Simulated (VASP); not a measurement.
Cd3TeSe2:

```xyz
12
Lattice="4.4752 0.0046 0.0074 -2.2337 3.8874 -0.0515 0.0363 -0.2705 21.5884" Properties=species:S:1:pos:R:3 pbc="T T T"
Cd   -0.0306   -0.3002   21.6035
Cd    0.0616   -0.0205    6.8723
Cd   -0.0418   -0.1830   14.6867
Cd    2.2025    1.3152    3.4587
Cd    2.2409    1.1672   10.8544
Cd    2.2819    1.0364   18.1055
Te    0.0079   -0.1660    9.6917
Te    2.2559    1.1130   13.5589
Se    0.0733    0.0159    2.6629
Se    0.0172   -0.2101   17.3247
Se    2.2857    1.1622    6.0139
Se    2.3243    1.0370   20.8153
```

- Program: VASP 6.6.1
- Task: relaxation of cell and atoms
- Functional: PBE
- Potentials or basis: VASP PAW PBE potentials, release 64 (Cd, Te, Se)
- Cutoff: 600 eV
- k mesh: 6 × 6 × 1
- Occupations: gaussian, width 0.2 eV
- Spin: no spin polarisation

At the start: pressure 1.1 GPa; volume 31.31 Å³/atom.

Problem. Where does the relaxation end?

Solution. Over 12 steps the energy falls by 18.5 meV/atom and the volume is 31.99 Å³/atom (+2.2 %); space group P1 (No. 1, to 0.1 Å) before, Cm (No. 8, to 0.1 Å).

The path:
```
step  energy change (eV)  largest force (eV/Å)  pressure (GPa)  volume (Å³)
   1              0.0000                0.8026            1.08       375.74
   2             -0.1640                0.3307           -0.34       387.28
   3             -0.1661                0.3037           -0.52       388.90
   4             -0.2015                0.1870           -0.11       384.80
   5             -0.2090                0.1391            0.21       381.90
   6             -0.2169                0.0762            0.02       383.58
   7             -0.2177                0.0763           -0.06       384.29
   8             -0.2201                0.0384           -0.02       383.89
   9             -0.2209                0.0463            0.01       383.56
  10             -0.2209                0.0519            0.02       383.48
  11             -0.2218                0.0354            0.00       383.67
  12             -0.2221                0.0232           -0.01       383.83
```

Final structure:
```xyz
12
Lattice="4.4910 -0.0014 -0.0014 -2.2469 3.8843 -0.0005 -0.0076 -0.0013 22.0065" Properties=species:S:1:pos:R:3 pbc="T T T"
Cd    2.2368    3.8721    0.0012
Cd    0.0374    0.0043    7.0241
Cd    2.2058    3.8746   14.9771
Cd    2.2552    1.3400    3.5087
Cd    2.2301    1.2752   11.0086
Cd    2.2392    1.2796   18.4932
Te    2.2312    3.8654    9.8998
Te    2.2096    1.2835   13.8621
Se    0.0103    0.0444    2.6964
Se    2.2364    3.8689   17.6607
Se    2.2804    1.3001    6.2037
Se    2.2306    1.2795   21.1873
```
